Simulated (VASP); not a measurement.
Set up this calculation in VASP 6.6.1, as the native input.

* Task: single point
* Functional: PBE
* Potentials or basis: VASP PAW PBE potentials, release 64 (Si)
* Cutoff: 520 eV
* k mesh: 8 × 8 × 8
* Occupations: fermi-dirac, width 0.05 eV
* Spin: no spin polarisation
* Dipole correction: no
* Further INCAR settings: ALGO = Normal; EDIFF = 1e-07; NBANDS = 16

The structure of Si lies in POSCAR:

```
Si
1.0
   -3.3254442900      3.3254442900      1.9223856600
    3.3254442900     -3.3254442900      1.9223856600
    3.3254442900      3.3254442900     -1.9223856600
Si
4
Direct
    0.8211989400      0.1788010600      0.0000000000
    0.1788010600      0.8211989400      0.0000000000
    0.8211989400      0.8211989400      0.6423978800
    0.1788010600      0.1788010600      0.3576021200
```

The input as run:

INCAR

```
  PREC = Accurate
  ENCUT = 520
  EDIFF = 1E-7
  ISMEAR = -1
  SIGMA = 0.05
  LREAL = False
  LASPH = True
  NELM = 60
  ALGO = Normal
  ISIF = 2
  LWAVE = False
  LCHARG = False
  GGA = PE
  NBANDS = 16
```

KPOINTS

```
regular mesh
0
Gamma
  8 8 8
```

Potentials or basis: VASP PAW PBE potentials, release 64 (Si).

Command:

```console
$ cat potpaw_PBE.64/Si/POTCAR > POTCAR
$ mpirun -np 1 vasp_std > vasp.out
```

It gave:

| Quantity | Value |
| --- | --- |
| Pressure | 1.3 GPa |
| Largest force | 0.008 eV/Å |
| Band gap on the k mesh | 0.26 eV, indirect (least direct gap 0.39 eV) |

It took 46 s on 1 thread of Intel(R) Xeon(R) 6975P-C (Granite Rapids) (shared host), peak memory 0.24 GiB.
